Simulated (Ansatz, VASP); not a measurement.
## TaSi2 in VASP and in Ansatz

INCAR

```
PREC = Accurate ; ENCUT = 600
EDIFF = 1E-6 ; ISMEAR = 0
SIGMA = 0.1 ; LREAL = F
LASPH = T ; NELM = 80
ALGO = Fast ; ISIF = 3
LWAVE = F ; LCHARG = F
GGA = CA ; IBRION = 2
NSW = 100 ; EDIFFG = -0.002
```

File KPOINTS:

```
regular mesh
0
Gamma
  9 9 6
```

The input POSCAR:

```
TaSi2
1.0
    4.7837907700      0.0000000000      0.0000000000
   -2.3918953900      4.1428843400      0.0000000000
    0.0000000000      0.0000000000      6.5528055600
Ta Si
3 6
Direct
    0.0000000000      0.5000000000      0.3333333300
    0.5000000000      0.5000000000      0.6666666700
    0.5000000000      0.0000000000      0.0000000000
    0.8416096400      0.6832192800      0.0000000000
    0.1583903600      0.8416096400      0.6666666700
    0.6832192800      0.8416096400      0.3333333300
    0.1583903600      0.3167807200      0.0000000000
    0.8416096400      0.1583903600      0.6666666700
    0.3167807200      0.1583903600      0.3333333300
```

Input for Ansatz:

```yaml
crystal:
  lattice:
    - [4.78379077, 0.0, 0.0]
    - [-2.39189539, 4.14288434, 0.0]
    - [0.0, 0.0, 6.55280556]
  atoms:
    - { symbol: Ta, position: [0.0, 0.5, 0.33333333] }
    - { symbol: Ta, position: [0.5, 0.5, 0.66666667] }
    - { symbol: Ta, position: [0.5, 0.0, 0.0] }
    - { symbol: Si, position: [0.84160964, 0.68321928, 0.0] }
    - { symbol: Si, position: [0.15839036, 0.84160964, 0.66666667] }
    - { symbol: Si, position: [0.68321928, 0.84160964, 0.33333333] }
    - { symbol: Si, position: [0.15839036, 0.31678072, 0.0] }
    - { symbol: Si, position: [0.84160964, 0.15839036, 0.66666667] }
    - { symbol: Si, position: [0.31678072, 0.15839036, 0.33333333] }
basis:
  ecutwfc: 420
kpoints:
  mp_grid: { grid: [9, 9, 6] }
hamiltonian:
  xc: lda
  pseudopotentials: { kind: paw, azcp: { folder: soft_1 } }
scf:
  occupations: { method: gaussian, width: 0.1 }
output:
  forces: true
  stress: true
  eigenvalues: true
relax:
  adjacent_minimum: "off"
  f_tol: 0.002
  max_steps: 80
  cell: { stress_tol: 0.02 }
```

Alike in both runs: task relaxation of cell and atoms; functional LDA; k mesh 9 × 9 × 6; occupations gaussian, width 0.1 eV; no spin polarisation.

|  | VASP | Ansatz |
| --- | --- | --- |
| version | VASP 6.6.1 | Ansatz 0.2.0 |
| potentials or method | VASP PAW LDA potentials, release 64 (Ta_pv, Si), cutoff 600 eV | scalar-relativistic, plane waves, PAW |
| valence electrons in the cell | 57 | 63 |

Ansatz gave:

* gap on the k mesh at the Fermi level, each at its own relaxed structure (eV): none
* relaxed volume (Å³/atom): 14.05
* relaxed length of the cell vector where the two differ most in proportion (Å): 4.733

**Question.** What did VASP give for the same quantities?

**Answer.** gap on the k mesh at the Fermi level, each at its own relaxed structure (eV): none; relaxed volume (Å³/atom): 14.09; relaxed length of the cell vector where the two differ most in proportion (Å): 4.738.

Ansatz warns that its potentials were made for another functional, while VASP's fit it. LDA's correlation is that of Perdew and Zunger in VASP and of Perdew and Wang (1992) in Ansatz. A gap of «none» marks a metal or a gap that the smearing closes. VASP's potentials hold 57 valence electrons a cell and Ansatz's 63, so a difference there can come from the potentials and not from the codes.

Neither program's run includes spin-orbit coupling.
